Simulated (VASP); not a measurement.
Write the native input for VASP 6.6.1 that does the following.

```yaml
Task: relaxation of shape and atoms at fixed volume
Functional: PBE
Potentials_or_basis: VASP PAW PBE potentials, release 64 (Sr_sv)
Cutoff: 600 eV
k_mesh: 12 × 12 × 6
Occupations: gaussian, width 0.1 eV
Spin: no spin polarisation
Dipole_correction: no
Further_INCAR_settings: ALGO = Fast; EDIFF = 1e-07; IBRION = 2; EDIFFG = -0.01; NSW = 50; ISIF = 4
```

The structure of Sr lies in POSCAR:

```
Sr
1.0
    4.2246445667      0.0000000000      0.0000000000
   -2.1123222833      3.6586495167      0.0000000000
    0.0000000000      0.0000000000      6.9424665317
Sr
2
Direct
    0.3333333333      0.6666666667      0.2500000000
    0.6666666667      0.3333333333      0.7500000000
```

This isn't the form of Sr at room conditions, which is fcc.

The input as run:

INCAR

```
SYSTEM = Sr
PREC = Accurate
ENCUT = 600
EDIFF = 1E-7
ISMEAR = 0
SIGMA = 0.1
LREAL = .FALSE.
LASPH = .TRUE.
NELM = 60
ALGO = Fast
ISIF = 4
LWAVE = .FALSE.
LCHARG = .FALSE.
GGA = PE
IBRION = 2
NSW = 50
EDIFFG = -0.01
```

KPOINTS

```
regular mesh
0
G
  12 12 6
  0 0 0
```

Potentials or basis: VASP PAW PBE potentials, release 64 (Sr_sv).

Command:

```bash
$ cat potpaw_PBE.64/Sr_sv/POTCAR > POTCAR
$ mpirun -np 1 vasp_std > vasp.out
```

Results of the run:

```json
{
 "Pressure after relaxing": "0.4 GPa",
 "Band gap on the k mesh": "zero (bands 10 and 11 overlap by 0.25 eV)"
}
```

It took 5.1 min on 1 thread of Intel Xeon 8259CL, with other jobs on the host, peak memory 0.33 GiB.
